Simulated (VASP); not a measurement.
Runs of VASP 6.6.1 on Au. The structure is that of space group P6/mmm (No. 191), or close to it. The cells are those of the table. This isn't the form of Au at room conditions, which is fcc.

```csv
cell,k mesh,gap on the mesh (eV),pressure (GPa)
"a = 4.656, b = 4.656, c = 2.782 Å, angles 90.0, 90.0, 120.0°, 3 atoms",9 × 9 × 12,none,(c)
"a = 4.850, b = 4.850, c = 2.898 Å, angles 90.0, 90.0, 120.0°, 3 atoms",9 × 9 × 12,none,-4.2
"a = 4.587, b = 4.587, c = 2.741 Å, angles 90.0, 90.0, 120.0°, 3 atoms",9 × 9 × 12,none,20.8
"a = 4.911, b = 4.911, c = 2.935 Å, angles 90.0, 90.0, 120.0°, 3 atoms",9 × 9 × 12,none,(b)
"a = 4.787, b = 4.787, c = 2.861 Å, angles 90.0, 90.0, 120.0°, 3 atoms",8 × 8 × 11,none,(a)
"a = 4.787, b = 4.787, c = 2.861 Å, angles 90.0, 90.0, 120.0°, 3 atoms",10 × 10 × 14,none,-0.3
"a = 4.971, b = 4.971, c = 2.971 Å, angles 90.0, 90.0, 120.0°, 3 atoms",9 × 9 × 12,none,-9.3
"a = 4.722, b = 4.722, c = 2.822 Å, angles 90.0, 90.0, 120.0°, 3 atoms",9 × 9 × 12,none,4.9
```

Alike in all rows: task single point; level RPBE; potentials or basis VASP PAW PBE potentials, release 64 (Au); no spin polarisation; cutoff (eV) 520; smearing fermi-dirac 0.1 eV.

Q: Fill in the values left out.

A: (a) -0.2; (b) -7.1; (c) 11.7.

Caveats: the PAW data sets were made with another functional, which shifts forces and pressure a little; spin-orbit coupling is left out, which moves the levels of the heavy elements; the cell stands under pressure (at least some runs); the cell stands under tension (at least some runs).

A k mesh can miss the band edges, and the runs leave out spin-orbit coupling on Au.

A gap of «none» marks levels without a gap at the run's occupations.
